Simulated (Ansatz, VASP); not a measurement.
## Two plane-wave programs on Hg4S

INCAR

```
SYSTEM = Hg4S
ALGO = Normal
EDIFF = 1E-7
EDIFFG = -0.01
ENCUT = 600
GGA = PE
IBRION = 2
ISIF = 3
ISMEAR = 0
LASPH = .True.
LCHARG = .False.
LREAL = .False.
LWAVE = .False.
NELM = 80
NSW = 100
PREC = Accurate
SIGMA = 0.1
```

File KPOINTS:

```
k-points
0
Gamma
  8 8 8
  0 0 0
```

The input POSCAR:

```
Hg4S
1.0
   -3.3730143664      3.3730143664      3.3730143664
    3.3730143664     -3.3730143664      3.3730143664
    3.3730143664      3.3730143664     -3.3730143664
Hg S
4 1
Direct
    0.5000000000      0.5000000000      0.5000000000
    0.5000000000      0.0000000000      0.0000000000
    0.0000000000      0.0000000000      0.5000000000
    0.0000000000      0.5000000000      0.0000000000
    0.0000000000      0.0000000000      0.0000000000
```

Input for Ansatz:

```yaml
crystal:
  lattice:
    - [-3.3730143664, 3.3730143664, 3.3730143664]
    - [3.3730143664, -3.3730143664, 3.3730143664]
    - [3.3730143664, 3.3730143664, -3.3730143664]
  atoms:
    - { symbol: Hg, position: [0.5, 0.5, 0.5] }
    - { symbol: Hg, position: [0.5, 0.0, 0.0] }
    - { symbol: Hg, position: [0.0, 0.0, 0.5] }
    - { symbol: Hg, position: [0.0, 0.5, 0.0] }
    - { symbol: S, position: [0.0, 0.0, 0.0] }
basis:
  ecutwfc: 420
kpoints:
  mp_grid: { grid: [8, 8, 8] }
hamiltonian:
  xc: pbe
scf:
  occupations: { method: gaussian, width: 0.1 }
output:
  forces: true
  stress: true
  eigenvalues: true
  write_density: true
  write_potential: true
  elf: true
  volumetric_format: npy
relax:
  adjacent_minimum: "off"
  f_tol: 0.01
  max_steps: 80
  cell: { stress_tol: 0.05 }
```

Change from the starting cell: species swapped into the Hg4Pt type (Im-3m, No. 229).

Alike in both runs: task relaxation of cell and atoms; functional PBE; k mesh 8 × 8 × 8; occupations gaussian, width 0.1 eV; no spin polarisation.

|  | VASP | Ansatz |
| --- | --- | --- |
| version | VASP 6.6.1 | Ansatz 0.2.0 |
| potentials or method | VASP PAW PBE potentials, release 64 (Hg, S), cutoff 600 eV | scalar-relativistic, plane waves, PAW |
| valence electrons in the cell | 54 | 86 |

|  | VASP | Ansatz | Ansatz less VASP |
| --- | --- | --- | --- |
| gap on the k mesh at the Fermi level, each at its own relaxed structure (eV) | none | none | - |
| relaxed volume (Å³/atom) | 30.05 | 29.72 | -0.325 |
| relaxed length of the cell vector where the two differ most in proportion (Å) | 5.801 | 5.780 | -0.0210 |

A gap of «none» marks a metal or a gap that the smearing closes. VASP's potentials hold 54 valence electrons a cell and Ansatz's 86, so a difference there can come from the potentials and not from the codes.

Neither program's run includes spin-orbit coupling.
